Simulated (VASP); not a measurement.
Set up this calculation in VASP 6.6.1, as the native input.

```
Task                   : single point
Functional             : r2SCAN
Potentials or basis    : VASP PAW PBE potentials, release 64 (Cd, S)
Cutoff                 : 520 eV
k mesh                 : 8 × 8 × 8
Occupations            : gaussian, width 0.05 eV
Spin                   : no spin polarisation
Dipole correction      : no
Further INCAR settings : ALGO = Normal; EDIFF = 1e-06; NBANDS = 16
```

Crystal: CdS.

```
Cd S
1.0
     0.00000    2.91000    2.91000
     2.91000    0.00000    2.91000
     2.91000    2.91000    0.00000
Cd S
1 1
Direct
  0.00000 0.00000 0.00000
  0.69533 0.75000 0.75000
```

This cell differs from its parent crystal: all S atoms moved +0.225 Å, as atom 2 towards its neighbour atom 2 (S) at 4.115 Å.

These files were run (other wordings do the same):

POSCAR

```
CdS
1.0
    0.0000000000      2.9100000000      2.9100000000
    2.9100000000      0.0000000000      2.9100000000
    2.9100000000      2.9100000000      0.0000000000
Cd S
1 1
Direct
    0.0000000000      0.0000000000      0.0000000000
    0.6953267953      0.7500000000      0.7500000000
```

INCAR.step1

```
SYSTEM = CdS
  ALGO = Normal
  EDIFF = 1E-4
  ENCUT = 520
  GGA = PE
  ISMEAR = 0
  LASPH = .True.
  LCHARG = .False.
  LREAL = .False.
  LWAVE = .True.
  NBANDS = 16
  NELM = 60
  PREC = Accurate
  SIGMA = 0.05
```

INCAR.step2

```
SYSTEM = CdS
  ALGO = Normal
  EDIFF = 1E-6
  ENCUT = 520
  ISIF = 2
  ISMEAR = 0
  ISTART = 1
  LASPH = .True.
  LCHARG = .False.
  LMIXTAU = .True.
  LREAL = .False.
  LWAVE = .False.
  METAGGA = R2SCAN
  NBANDS = 16
  NELM = 60
  PREC = Accurate
  SIGMA = 0.05
```

KPOINTS

```
k-points
0
Gamma
  8 8 8
  0 0 0
```

Potentials or basis: VASP PAW PBE potentials, release 64 (Cd, S).

Run with:

```sh
$ cat potpaw_PBE.64/Cd/POTCAR potpaw_PBE.64/S/POTCAR > POTCAR
$ cp INCAR.step1 INCAR
$ mpirun -np 1 vasp_std > vasp.out
$ cp INCAR.step2 INCAR
$ mpirun -np 1 vasp_std > vasp.out
```

It gave:

```yaml
Pressure: 3.6 GPa
Largest_force: 1.433 eV/Å
Band_gap_on_the_k_mesh: 1.61 eV
```

Caveat: the cell differs from its parent crystal (all S atoms moved +0.225 Å, as atom 2 towards its neighbour atom 2 (S) at 4.115 Å); the cell stands under pressure; the PAW data sets were made with another functional, which shifts forces and pressure a little.

It took 3.7 min on 1 thread of AMD EPYC 9R45 96-Core Processor (Zen 5), on a shared host, peak memory 0.24 GiB.
